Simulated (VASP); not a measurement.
Here is a VASP 6.6.1 calculation.

INCAR

```
SYSTEM = SnO
GGA = RE
ISMEAR = 0
SIGMA = 0.03
LWAVE = .False.
LCHARG = .False.
ISIF = 2
PREC = Accurate
LASPH = .True.
LREAL = .False.
ALGO = Normal
EDIFF = 1E-6
NELM = 120
GGA_COMPAT = .False.
ENCUT = 520
EFERMI = MIDGAP
```

Contents of KPOINTS:

```
k-points
0
Gamma
  6 6 5
```

File POSCAR:

```
SnO
1.0
    3.8136952200      0.0000000000      0.0000000000
    0.0000000000      3.8136952200      0.0000000000
    0.0000000000      0.0000000000      4.8869133000
Sn O
2 2
Direct
    0.5000000000      0.0000000000      0.7646261400
    0.0000000000      0.5000000000      0.2353738600
    0.0000000000      0.0000000000      0.0000000000
    0.5000000000      0.5000000000      0.0000000000
```

Potentials or basis: VASP PAW PBE potentials, release 64 (Sn_d, O).

The run is started by

```sh
$ cat potpaw_PBE.64/Sn_d/POTCAR potpaw_PBE.64/O/POTCAR > POTCAR
$ mpirun -np 1 vasp_std > vasp.out
```

**Question.** Predict the largest force.

**Answer.** 0.589 eV/Å.

**Question.** Estimate the pressure.

**Answer.** 5.7 GPa.

**Question.** What does it give for the band gap on the k mesh?

**Answer.** 0.15 eV (least direct gap 2.05 eV).

Forces on the atoms (eV/Å):
```
Sn   0.000  0.000 -0.589
Sn   0.000  0.000  0.589
O    0.000  0.000  0.000
O    0.000  0.000  0.000
```

Caveat: the cell stands under pressure; the PAW data sets were made with another functional, which shifts forces and pressure a little; spin-orbit coupling is left out, which moves the levels of the heavy elements; an odd mesh through Γ misses points on the zone boundary, where band edges can lie.
